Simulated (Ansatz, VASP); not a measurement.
# One calculation of AlGa3N4, two programs

POSCAR

```
AlGa3N4
1.0
    4.5769780635      0.0000000000      0.0000000000
    0.0000000000      4.5769780635      0.0000000000
    0.0000000000      0.0000000000      4.3537108409
Al Ga N
1 3 4
Direct
    0.0000000000      0.0000000000      0.0000000000
    0.5000000000      0.5000000000      0.0000000000
    0.5000000000      0.0000000000      0.5000000000
    0.0000000000      0.5000000000      0.5000000000
    0.7553510553      0.7553510553      0.2446489447
    0.7553510553      0.2446489447      0.7553510553
    0.2446489447      0.7553510553      0.7553510553
    0.2446489447      0.2446489447      0.2446489447
```

Contents of INCAR.step1:

```
PREC = Accurate
ENCUT = 520
ISMEAR = 0
SIGMA = 0.05
LREAL = F
LASPH = T
NELM = 80
NBANDS = 41
GGA = PE
ALGO = Normal
EDIFF = 1E-4
LWAVE = T
LCHARG = F
```

File INCAR.step2:

```
PREC = Accurate
ENCUT = 520
EDIFF = 1E-6
ISMEAR = 0
SIGMA = 0.05
LREAL = F
LASPH = T
NELM = 80
ALGO = Normal
ISIF = 2
LWAVE = F
LCHARG = F
METAGGA = R2SCAN
LMIXTAU = T
NBANDS = 41
ISTART = 1
```

File KPOINTS:

```
Automatic mesh
0
Gamma
  6 6 6
```

Input for Ansatz:

```yaml
crystal:
  lattice:
    - [4.5769780635, 0.0, 0.0]
    - [0.0, 4.5769780635, 0.0]
    - [0.0, 0.0, 4.3537108409]
  atoms:
    - { symbol: Al, position: [0.0, 0.0, 0.0] }
    - { symbol: Ga, position: [0.5, 0.5, 0.0] }
    - { symbol: Ga, position: [0.5, 0.0, 0.5] }
    - { symbol: Ga, position: [0.0, 0.5, 0.5] }
    - { symbol: "N", position: [0.7553510553, 0.7553510553, 0.2446489447] }
    - { symbol: "N", position: [0.7553510553, 0.2446489447, 0.7553510553] }
    - { symbol: "N", position: [0.2446489447, 0.7553510553, 0.7553510553] }
    - { symbol: "N", position: [0.2446489447, 0.2446489447, 0.2446489447] }
basis:
  ecutwfc: 500
kpoints:
  mp_grid: { grid: [6, 6, 6] }
hamiltonian:
  xc: r2scan
scf:
  occupations: { method: gaussian, width: 0.05 }
output:
  forces: true
  stress: true
  eigenvalues: true
  write_density: true
  write_potential: true
  elf: true
  volumetric_format: npy
```

Change from the starting cell: strain +0.025 along x and y, -0.025 along z, atoms carried along.

Alike in both runs: task single point; functional r2SCAN; k mesh 6 × 6 × 6; occupations gaussian, width 0.05 eV; no spin polarisation.

```csv
,VASP,Ansatz
version,VASP 6.6.1,Ansatz 0.2.0
potentials or method,"VASP PAW PBE potentials, release 64 (Al, Ga_d, N), cutoff 520 eV","scalar-relativistic, plane waves, PAW"
valence electrons in the cell,62,62
```

|  | VASP | Ansatz | Ansatz less VASP |
| --- | --- | --- | --- |
| gap on the k mesh at the Fermi level (eV) | 2.50 | 2.50 | -0.002 |
| least direct gap on the mesh (eV) | 2.50 | 2.50 | -0.002 |
| pressure (GPa) | -4.0 | -4.7 | -0.71 |
| traceless stress, the component that is largest in VASP (GPa) | 3.96 | 4.07 | +0.108 |
| rms of the force components (eV/Å) | 0.036 | 0.020 | -0.0158 |

VASP's potentials were made for PBE, not for r2SCAN. Atom by atom the forces differ by 0.032 eV/Å (rms over components).
